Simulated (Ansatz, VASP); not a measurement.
## One calculation of Mo6CO, two programs

Contents of INCAR:

```
PREC = Accurate ; ENCUT = 520
EDIFF = 1E-7 ; ISMEAR = 0
SIGMA = 0.1 ; LREAL = F
LASPH = T ; NELM = 80
ALGO = Normal ; ISIF = 2
LWAVE = F ; LCHARG = F
LDIPOL = T ; IDIPOL = 3
DIPOL = 0.5 0.5 0.326 ; GGA = PE
NBANDS = 57
```

Contents of KPOINTS:

```
Automatic mesh
0
Gamma
  6 6 1
```

The input POSCAR:

```
Mo6CO
1.0
    4.4695765303      0.0000000000      0.0000000000
   -2.2347882651      3.8707668194      0.0000000000
    0.0000000000      0.0000000000     22.2595667262
Mo C O
6 1 1
Direct
    0.6666666667      0.3333333333      0.1796980170
    0.3333333333      0.6666666667      0.2206848206
    0.0000000000      0.0000000000      0.2616716241
    0.6666666667      0.3333333333      0.2990464568
    0.3333333333      0.6666666667      0.3355219825
    0.0000000000      0.0000000000      0.3710569405
    0.1666666667      0.3333333333      0.4537180283
    0.2726203322      0.5452406645      0.4905670774
```

Input for Ansatz:

```yaml
crystal:
  lattice:
    - [4.4695765303, 0.0, 0.0]
    - [-2.2347882651, 3.8707668194, 0.0]
    - [0.0, 0.0, 22.2595667262]
  atoms:
    - { symbol: Mo, position: [0.6666666667, 0.3333333333, 0.179698017] }
    - { symbol: Mo, position: [0.3333333333, 0.6666666667, 0.2206848206] }
    - { symbol: Mo, position: [0.0, 0.0, 0.2616716241] }
    - { symbol: Mo, position: [0.6666666667, 0.3333333333, 0.2990464568] }
    - { symbol: Mo, position: [0.3333333333, 0.6666666667, 0.3355219825] }
    - { symbol: Mo, position: [0.0, 0.0, 0.3710569405] }
    - { symbol: C, position: [0.1666666667, 0.3333333333, 0.4537180283] }
    - { symbol: O, position: [0.2726203322, 0.5452406645, 0.4905670774] }
basis:
  ecutwfc: 420
kpoints:
  mp_grid: { grid: [6, 6, 1] }
hamiltonian:
  xc: pbe
  pseudopotentials: { kind: paw, azcp: { folder: soft_1 } }
scf:
  occupations: { method: gaussian, width: 0.1 }
output:
  forces: true
  eigenvalues: true
  write_density: true
  write_potential: true
  elf: true
  volumetric_format: npy
efield:
  axis: 3
  dipole_correction: true
  ramp_width: 0.04
```

Alike in both runs: task single point; functional PBE; k mesh 6 × 6 × 1; occupations gaussian, width 0.1 eV; no spin polarisation.

|  | VASP | Ansatz |
| --- | --- | --- |
| version | VASP 6.6.1 | Ansatz 0.2.0 |
| potentials or method | VASP PAW PBE potentials, release 64 (Mo_sv, C, O), cutoff 520 eV | scalar-relativistic, plane waves, PAW |
| valence electrons in the cell | 94 | 94 |

VASP gave:

* gap on the k mesh at the Fermi level (eV): 0.02
* least direct gap on the mesh (eV): 0.06
* rms of the force components (eV/Å): 0.828

Q: Which values does Ansatz return?

A: gap on the k mesh at the Fermi level (eV): 0.02; least direct gap on the mesh (eV): 0.06; rms of the force components (eV/Å): 0.780.

Atom by atom the forces differ by 0.227 eV/Å (rms over components). Ansatz's warnings: xc potential rough in thin density.

Noted on VASP's run: the standard files for N, O and F lose accuracy on very short bonds.
